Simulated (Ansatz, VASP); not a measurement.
CsBe3Ag: VASP beside Ansatz

File INCAR:

```
PREC     = Accurate       # precision mode
ENCUT    = 600            # plane-wave cutoff, eV
EDIFF    = 1E-6           # SCF threshold, eV
ISMEAR   = 0              # smearing method
SIGMA    = 0.1            # smearing width, eV
LREAL    = F              # projectors in reciprocal space
LASPH    = T              # aspherical terms in the spheres
NELM     = 60             # most SCF steps
ALGO     = Fast           # electronic algorithm
ISIF     = 3              # what is computed and relaxed
LWAVE    = F              # write WAVECAR
LCHARG   = F              # write CHGCAR
GGA      = PE             # functional
IBRION   = 2              # ionic algorithm
NSW      = 90             # ionic steps
EDIFFG   = -0.04          # ionic threshold
```

The input KPOINTS:

```
regular mesh
0
Gamma
  4 4 4
```

The input POSCAR:

```
CsBe3Ag
1.0
    4.0839783700      0.0000000000      0.0000000000
    0.0000000000      4.2645864900      0.0000000000
    0.0000000000      0.0000000000      5.7797936400
Cs Be Ag
1 3 1
Direct
    0.5000000000      0.5000000000      0.5000000000
    0.0000000000      0.5000000000      0.3082385600
    0.0000000000      0.5000000000      0.6917614400
    0.0000000000      0.0000000000      0.0000000000
    0.0000000000      0.5000000000      0.0000000000
```

Input for Ansatz:

```yaml
crystal:
  lattice:
    - [4.08397837, 0.0, 0.0]
    - [0.0, 4.26458649, 0.0]
    - [0.0, 0.0, 5.77979364]
  atoms:
    - { symbol: Cs, position: [0.5, 0.5, 0.5] }
    - { symbol: Be, position: [0.0, 0.5, 0.30823856] }
    - { symbol: Be, position: [0.0, 0.5, 0.69176144] }
    - { symbol: Be, position: [0.0, 0.0, 0.0] }
    - { symbol: Ag, position: [0.0, 0.5, 0.0] }
basis:
  ecutwfc: 420
kpoints:
  mp_grid: { grid: [4, 4, 4] }
hamiltonian:
  xc: pbe
scf:
  occupations: { method: gaussian, width: 0.1 }
  lower_state_search: "off"
output:
  forces: true
  stress: true
  eigenvalues: true
relax:
  adjacent_minimum: "off"
  f_tol: 0.04
  max_steps: 70
  cell: { stress_tol: 0.4 }
```

Alike in both runs: task relaxation of cell and atoms; functional PBE; k mesh 4 × 4 × 4; occupations gaussian, width 0.1 eV; no spin polarisation.

|  | VASP | Ansatz |
| --- | --- | --- |
| version | VASP 6.6.1 | Ansatz 0.2.0 |
| potentials or method | VASP PAW PBE potentials, release 64 (Cs_sv, Be, Ag), cutoff 600 eV | scalar-relativistic, plane waves, PAW |
| valence electrons in the cell | 26 | 34 |

VASP gave:

- gap on the k mesh at the Fermi level, each at its own relaxed structure (eV): none
- relaxed volume (Å³/atom): 38.02
- relaxed length of the cell vector where the two differ most in proportion (Å): 6.643

Task: What did Ansatz give for the same quantities?

Result: gap on the k mesh at the Fermi level, each at its own relaxed structure (eV): none; relaxed volume (Å³/atom): 38.64; relaxed length of the cell vector where the two differ most in proportion (Å): 6.757.

A gap of «none» marks a metal or a gap that the smearing closes. VASP's potentials hold 26 valence electrons a cell and Ansatz's 34, so a difference there can come from the potentials and not from the codes.

The k mesh is coarse, so the values compare programs but aren't converged. Spin-orbit coupling is off throughout. Noted on VASP's run: the volume moved by over 15 % at a fixed basis, so the end points are rough.
